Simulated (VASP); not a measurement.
# TePt (R-3m) in VASP: single point with PBEsol

Aim: the single point of TePt with PBEsol.

Program: VASP 6.6.1. These are calculated values, not measurements. Logs are shortened: lines on timing, memory, paths and dates and some standing lists are left out, and cuts for length are marked.

**1. The cell of the first run**

It takes space group R-3m (No. 166, trigonal). Conventional cell: a = 3.963 Å, b = 3.963 Å, c = 19.983 Å, α = 90.00°, β = 90.00°, γ = 120.00°. Te (site symmetry 3m) has 3 Pt at 2.59 Å within 3.4 Å. Pt (site symmetry 3m) has 3 Te at 2.59 Å and 3 Pt at 2.72 Å within 3.4 Å.

**2. Single point, PBEsol**

Contents of INCAR:

```
SYSTEM = TePt
ALGO = Normal ; EDIFF = 1E-6
ENCUT = 520 ; GGA = PS
ISIF = 2 ; ISMEAR = -1
LASPH = .True. ; LCHARG = .False.
LREAL = .False. ; LWAVE = .False.
NBANDS = 24 ; NELM = 80
PREC = Accurate ; SIGMA = 0.05
```

Contents of KPOINTS:

```
k-points
0
Gamma
  7 7 7
  0 0 0
```

Contents of POSCAR:

```
TePt
1.0
    1.9815661300      1.1440577400      6.6610334800
   -1.9815661300      1.1440577400      6.6610334800
    0.0000000000     -2.2881154700      6.6610334800
Te Pt
2 2
Direct
    0.5980000000      0.5980000000      0.5980000000
    0.4020000000      0.4020000000      0.4020000000
    0.8703333300      0.8703333300      0.8703333300
    0.1296666700      0.1296666700      0.1296666700
```

Potentials or basis: VASP PAW PBE potentials, release 64 (Te, Pt).

On the command line:

```sh
$ cat potpaw_PBE.64/Te/POTCAR potpaw_PBE.64/Pt/POTCAR > POTCAR
$ mpirun -np 1 vasp_std > vasp.out
```

OUTCAR:

```text
SYSTEM = TePt
   EDIFF = 1E-6
   ENCUT = 520
   GGA = PS
   ISIF = 2
   ISMEAR = -1
   LASPH = .True.
   LREAL = .False.
   NELM = 80
   PREC = Accurate

 ion  position               nearest neighbor table
   1  0.598  0.598  0.598-   3 2.59   3 2.59   3 2.59   4 3.54   4 3.54   4 3.54   2 3.57   2 3.57
                             2 3.57
   2  0.402  0.402  0.402-   4 2.59   4 2.59   4 2.59   3 3.54   3 3.54   3 3.54   1 3.57   1 3.57
                             1 3.57
   3  0.870  0.870  0.870-   1 2.59   1 2.59   1 2.59   4 2.72   4 2.72   4 2.72   2 3.54   2 3.54
                             2 3.54
   4  0.130  0.130  0.130-   2 2.59   2 2.59   2 2.59   3 2.72   3 2.72   3 2.72   1 3.54   1 3.54
                             1 3.54

  LATTYP: Found a trigonal (rhomboedric) cell.
 ALAT       =     7.0430703150
 COS(alpha) =     0.8416846275

  Lattice vectors:

 A1 = (   1.9815661300,   1.1440577400,   6.6610334800)
 A2 = (  -1.9815661300,   1.1440577400,   6.6610334800)
 A3 = (   0.0000000000,  -2.2881154700,   6.6610334800)

Analysis of symmetry for initial positions (statically):
=====================================================================
 Subroutine PRICEL returns:
 Original cell was already a primitive cell.

 Routine SETGRP: Setting up the symmetry group for a
 trigonal (rhombohedral) supercell.

 Subroutine GETGRP returns: Found 12 space group operations
 (whereof 12 operations were pure point group operations)
 out of a pool of 12 trial point group operations.

The static configuration has the point symmetry D_3d.

Analysis of symmetry for dynamics (positions and initial velocities):
=====================================================================
 Subroutine PRICEL returns:
 Original cell was already a primitive cell.

 Routine SETGRP: Setting up the symmetry group for a
 trigonal (rhombohedral) supercell.

 Subroutine GETGRP returns: Found 12 space group operations
 (whereof 12 operations were pure point group operations)
 out of a pool of 12 trial point group operations.

The dynamic configuration has the point symmetry D_3d.

 Subroutine INISYM returns: Found 12 space group operations
 (whereof 12 operations are pure point group operations),
 and found     1 'primitive' translations

----------------------------------------------------------------------------------------

[... 95 lines left out ...]
   NELM   =     80;   NELMIN=  2; NELMDL= -5     # of ELM steps
   EDIFF  = 0.1E-05   stopping-criterion for ELM
   LREAL  =      F    real-space projection
   EDIFFG = 0.1E-04   stopping-criterion for IOM
   NSW    =      0    number of steps for IOM
   IBRION =     -1    ionic relax: 0-MD 1-quasi-New 2-CG
   NFREE  =      0    steps in history (QN), initial steepest desc. (CG)
   ISIF   =      2    stress and relaxation
   ISYM   =      2    0-nonsym 1-usesym 2-fastsym
   POTIM  = 0.5000    time-step for ionic-motion
   TEBEG  =    0.0;   TEEND  =   0.0 temperature during run
   PSTRESS=    0.0 pullay stress
   NELECT =      32.0000    total number of electrons
   NUPDOWN=      -1.0000    fix difference up-down
   EMIN   =  10.00;   EMAX   =-10.00  energy-range for DOS
   EFERMI =   0.00;   METHOD = LEGACY
   ISMEAR =    -1;   SIGMA  =   0.05  broadening in eV -4-tet -1-fermi 0-gaus
   EFERMI_NEDOS =   21; number of points for ismear=-14 and -15
   IALGO  =     38    algorithm
   IMIX   =      4    mixing-type and parameters
     AMIX     =   0.40;   BMIX     =  1.00
     AMIX_MAG =   1.60;   BMIX_MAG =  1.00
  volume/ion in A,a.u.               =      22.65       152.86
  Fermi-wavevector in a.u.,A,eV,Ry     =   1.157200  2.186791 18.219718  1.339111
  Thomas-Fermi vector in A             =   2.293813
   LORBIT       =      0    0 simple, 1 ext, 2 COOP (PROOUT), +10 PAW based schemes
   GGA     = PS    functional components
   LHFCALC =     F    Hartree Fock is set to
   AEXX    =    0.0000 exact exchange contribution
   IVDW    =     0    specifies the selected vdW correction
   LEPSILON=     F    determine dielectric tensor
   LRPA    =     F    only Hartree local field effects (RPA)
 non-spin polarized calculation
  energy-cutoff  :      520.00
  volume of cell :       90.60
 maximum number of plane-waves:      2467
 NGX is ok and might be reduce to    54
   NGX = 27   NGY = 27   NGZ = 27

 number of electron      32.0000000 magnetization

 Free energy of the ion-electron system (eV)
  ---------------------------------------------------
  ext. energy  EPLUGINS =         0.00000000
  ---------------------------------------------------
  free energy    TOTEN  =       -22.36617463 eV

  energy without entropy =      -22.35207492  energy(sigma->0) =      -22.35912477

 E-fermi :   8.2413     XC(G=0): -11.0414

 val. band max:        8.2283887923   @ k =  -0.4286   0.1429   0.1429
 cond. band min:       8.2426197437   @ k =  -0.2857   0.4286   0.1429
 fundamental gap:      0.0142309514
 Fermi energy:         8.2412874347

 k-point     1 :       0.0000    0.0000    0.0000
  band No.  band energies     occupation
      1      -5.0705      2.00000
      2      -3.5197      2.00000
      3       1.4575      2.00000
      4       2.7718      2.00000
      5       2.7718      2.00000
      6       3.4504      2.00000
[... 637 lines left out ...]
     23      15.1188      0.00000
     24      15.8543      0.00000

 [... further k-points ...]

------------------------ aborting loop because EDIFF is reached ----------------------------------------

  FORCE on cell =-STRESS in cart. coord.  units (eV):
  Direction    XX          YY          ZZ          XY          YZ          ZX
  --------------------------------------------------------------------------------------
  -------------------------------------------------------------------------------------
  Total       -0.2889494     -0.2889494     -0.2925620      0.0000000     -0.0000000      0.0000000
  in kB       -5.1095533     -5.1095533     -5.1734369      0.0000000     -0.0000000      0.0000000
  external PRESSURE =      -5.1308478 kB  Pullay stress =       0.0000000 kB

 VOLUME and BASIS-vectors are now :
 -----------------------------------------------------------------------------
  energy-cutoff  :      520.00
  volume of cell :       90.60
      direct lattice vectors                 reciprocal lattice vectors
     1.981566130  1.144057740  6.661033480     0.252325669  0.145680293  0.050042285
    -1.981566130  1.144057740  6.661033480    -0.252325669  0.145680293  0.050042285
     0.000000000 -2.288115470  6.661033480     0.000000000 -0.291360587  0.050042285

 POSITION                                       TOTAL-FORCE (eV/Angst)
 -----------------------------------------------------------------------------------
      0.00000      0.00000     11.94989         0.000000      0.000000      0.072029
      0.00000      0.00000      8.03321         0.000000     -0.000000     -0.072029
      0.00000      0.00000     17.39196         0.000000     -0.000000     -0.157884
      0.00000      0.00000      2.59114         0.000000      0.000000      0.157884
 -----------------------------------------------------------------------------------
    total drift:                                0.000000      0.000000      0.000000

  FREE ENERGIE OF THE ION-ELECTRON SYSTEM (eV)
  ---------------------------------------------------
  free  energy   TOTEN  =       -22.3661746279 eV

  energy  without entropy=      -22.3520749217  energy(sigma->0) =      -22.35912477
```

stdout:

```text
POSCAR found type information on POSCAR TePt
 POSCAR found :  2 types and       4 ions
 scaLAPACK will be used
 -----------------------------------------------------------------------------
|                                                                             |
|                                                                             |
|     You enforced a specific xc type in the INCAR file but a different       |
|     I HOPE YOU KNOW WHAT YOU ARE DOING!                                     |
|                                                                             |
 -----------------------------------------------------------------------------

 LDA part: xc-table for (Slater+PW92), standard interpolation
 POSCAR, INCAR and KPOINTS ok, starting setup
 FFT: planning ... GRIDC
 FFT: planning ... GRID_SOFT
 FFT: planning ... GRID
 WAVECAR not read
 entering main loop
```

Wall time 2.7 min (1 thread of Intel Xeon Platinum 8488C (Sapphire Rapids), shared host); peak memory 0.42 GiB.

Results:

* Free energy: -22.3662 eV
* Pressure: -0.5 GPa
* Largest force: 0.158 eV/Å
* Band gap on the k mesh: zero (bands 16 and 17 overlap by 2.37 eV)

Forces on the atoms (eV/Å):
```
Te   0.000  0.000  0.072
Te   0.000  0.000 -0.072
Pt   0.000  0.000 -0.158
Pt   0.000  0.000  0.158
```

Caveat: the PAW data sets were made with another functional, which shifts forces and pressure a little; spin-orbit coupling is left out, which moves the levels of the heavy elements.
